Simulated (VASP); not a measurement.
Write the native input for VASP 6.6.1 that does the following.

```yaml
Task: single point
Functional: r2SCAN
Potentials_or_basis: VASP PAW PBE potentials, release 64 (Ni)
Cutoff: 520 eV
k_mesh: 14 × 14 × 14
Occupations: fermi-dirac, width 0.1 eV
Spin: collinear spin, ferromagnetic start
Starting_moments: "[2.0] μB"
Dipole_correction: no
Further_INCAR_settings: ALGO = Normal; EDIFF = 1e-06; NBANDS = 15
```

Ni:

```
CELL_PARAMETERS angstrom
0.00000 1.76690 1.76690
1.76690 0.00000 1.76690
1.76690 1.76690 0.00000
ATOMIC_POSITIONS crystal
Ni 0.00000 0.00000 0.00000
```

The input as run:

POSCAR

```
Ni
1.0
    0.0000000000      1.7669000000      1.7669000000
    1.7669000000      0.0000000000      1.7669000000
    1.7669000000      1.7669000000      0.0000000000
Ni
1
Direct
    0.0000000000      0.0000000000      0.0000000000
```

INCAR.step1

```
SYSTEM = Ni
PREC     = Accurate       ! precision mode
ENCUT    = 520            ! plane-wave cutoff, eV
ISMEAR   = -1             ! smearing method
SIGMA    = 0.1            ! smearing width, eV
LREAL    = .FALSE.        ! projectors in reciprocal space
LASPH    = .TRUE.         ! aspherical terms in the spheres
NELM     = 150            ! most SCF steps
ISPIN    = 2              ! spin polarisation
MAGMOM   = 2              ! initial moments
LMAXMIX  = 4              ! l up to which the mixer works
NBANDS   = 15             ! bands
GGA      = PE             ! functional
ALGO     = Normal         ! electronic algorithm
EDIFF    = 1E-4           ! SCF threshold, eV
LWAVE    = .TRUE.         ! write WAVECAR
LCHARG   = .FALSE.        ! write CHGCAR
```

INCAR.step2

```
SYSTEM = Ni
PREC     = Accurate       ! precision mode
ENCUT    = 520            ! plane-wave cutoff, eV
EDIFF    = 1E-6           ! SCF threshold, eV
ISMEAR   = -1             ! smearing method
SIGMA    = 0.1            ! smearing width, eV
LREAL    = .FALSE.        ! projectors in reciprocal space
LASPH    = .TRUE.         ! aspherical terms in the spheres
NELM     = 150            ! most SCF steps
ALGO     = Normal         ! electronic algorithm
ISIF     = 2              ! what is computed and relaxed
LWAVE    = .FALSE.        ! write WAVECAR
LCHARG   = .TRUE.         ! write CHGCAR
ISPIN    = 2              ! spin polarisation
MAGMOM   = 2              ! initial moments
LORBIT   = 11             ! projections on sites
LMAXMIX  = 4              ! l up to which the mixer works
METAGGA  = R2SCAN         ! meta-GGA
LMIXTAU  = .TRUE.       
LELF     = .TRUE.         ! ELF
LVHAR    = .TRUE.       
NBANDS   = 15             ! bands
ISTART   = 1
```

KPOINTS

```
Automatic mesh
0
G
  14 14 14
  0 0 0
```

Potentials or basis: VASP PAW PBE potentials, release 64 (Ni).

Run with:

```bash
$ cat potpaw_PBE.64/Ni/POTCAR > POTCAR
$ cp INCAR.step1 INCAR
$ mpirun -np 1 vasp_std > vasp.out
$ cp INCAR.step2 INCAR
$ mpirun -np 1 vasp_std > vasp.out
```

Results of the run:

```json
{"Pressure": "-8.5 GPa", "Net moment": "0.74 μB per cell", "Site moments": "Ni +0.77 μB", "Valence electrons inside the program's atomic spheres": "Ni 9.32"}
```

Caveat: the PAW data sets were made with another functional, which shifts forces and pressure a little.

It took 81 s on 1 thread of Intel(R) Xeon(R) 6975P-C (Granite Rapids), with other jobs on the host, peak memory 0.15 GiB.
